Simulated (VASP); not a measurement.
A run of VASP 6.6.1 is set up as follows.

The input INCAR:

```
SYSTEM = TiGe4
PREC = Accurate ; ENCUT = 600
EDIFF = 1E-7 ; ISMEAR = 0
SIGMA = 0.1 ; LREAL = .FALSE.
LASPH = .TRUE. ; NELM = 100
ALGO = Normal ; ISIF = 3
LWAVE = .FALSE. ; LCHARG = .FALSE.
GGA = PE ; IBRION = 2
NSW = 90 ; EDIFFG = -0.04
```

KPOINTS

```
regular mesh
0
G
  4 4 4
  0 0 0
```

Contents of POSCAR:

```
TiGe4
1.0
    3.7942005700      0.0000000000      0.0000000000
    0.0000000000      3.7942005700      0.0000000000
    0.0000000000      0.0000000000      3.7942005700
Ti Ge
1 4
Direct
    0.0000000000      0.0000000000      0.0000000000
    0.5000000000      0.0000000000      0.0000000000
    0.0000000000      0.5000000000      0.0000000000
    0.0000000000      0.0000000000      0.5000000000
    0.5000000000      0.5000000000      0.5000000000
```

Potentials or basis: VASP PAW PBE potentials, release 64 (Ti_sv, Ge_d).

The run is started by

```sh
$ cat potpaw_PBE.64/Ti_sv/POTCAR potpaw_PBE.64/Ge_d/POTCAR > POTCAR
$ mpirun -np 1 vasp_std > vasp.out
```

**Question.** Predict the band gap on the k mesh.

**Answer.** Zero (bands 34 and 35 overlap by 1.81 eV).

**Question.** Predict the space group after relaxing (to 0.1 Å).

**Answer.** Pm-3m (No. 221).

**Question.** What does it give for the relaxed volume?

**Answer.** 23.60 Å³/atom.

Final structure:
```yaml
crystal:
  lattice:
    - [4.90494, 0.00000, 0.00000]
    - [0.00000, 4.90494, 0.00000]
    - [0.00000, 0.00000, 4.90494]
  atoms:
    - { symbol: Ti, position: [0.00000, 0.00000, 0.00000] }
    - { symbol: Ge, position: [0.50000, 0.00000, 0.00000] }
    - { symbol: Ge, position: [0.00000, 0.50000, 0.00000] }
    - { symbol: Ge, position: [0.00000, 0.00000, 0.50000] }
    - { symbol: Ge, position: [0.50000, 0.50000, 0.50000] }
```

Caveat: the k points lie up to 0.32 Å⁻¹ apart in the final cell, too coarse for converged energies and pressures of a metal; the volume moved by over 15 % at a fixed basis, so the end points are rough.
